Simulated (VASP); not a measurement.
**Ca2H3: single point with PBE**

Crystal: Ca2H3.

```
Ca H
1.0
     3.77808    0.00000    0.00000
    -1.88904    3.27192    0.00000
     0.00000    0.00000    5.86409
Ca H
2 3
Direct
  0.33333 0.66667 0.25866
  0.66667 0.33333 0.74134
  0.00000 0.00000 0.00000
  0.33333 0.66667 0.65412
  0.66667 0.33333 0.34588
```

```
Program                : VASP 6.6.1
Task                   : single point
Functional             : PBE
Potentials or basis    : VASP PAW PBE potentials, release 64 (Ca_sv, H)
Cutoff                 : 520 eV
k mesh                 : 6 × 6 × 4
Occupations            : gaussian, width 0.1 eV
Spin                   : no spin polarisation
Dipole correction      : no
Further INCAR settings : ALGO = Normal; EDIFF = 1e-06; NBANDS = 20
```

- Pressure: 0.0 GPa
- Largest force: 0.011 eV/Å

Forces in eV/Å, atoms in the order of the input:
```
Ca   0.000  0.000 -0.011
Ca   0.000  0.000  0.011
H    0.000  0.000  0.000
H    0.000  0.000 -0.003
H    0.000  0.000  0.003
```

Stress tensor (GPa, compression positive):
```
 0.07  0.00  0.00
 0.00  0.07  0.00
 0.00  0.00 -0.01
```

Levels at points of the mesh, in eV from the Fermi level:
```
           k point  band 9  band 10  band 11  band 12  band 13  band 14
(0.00, 0.00, 0.00)   -7.23    -4.52    -3.67     2.20     2.20     2.62
(0.50, 0.00, 0.00)   -4.84    -4.50    -4.09    -0.22     0.78     2.02
(0.00, 0.00, 0.50)   -6.26    -6.14    -2.80     1.54     2.07     2.07
(0.50, 0.00, 0.50)   -4.69    -4.35    -4.07    -1.05     1.02     1.39
```

Wall time 22 s on 1 thread of AMD EPYC 9R45 96-Core Processor (Zen 5) (shared host), peak memory 0.16 GiB.
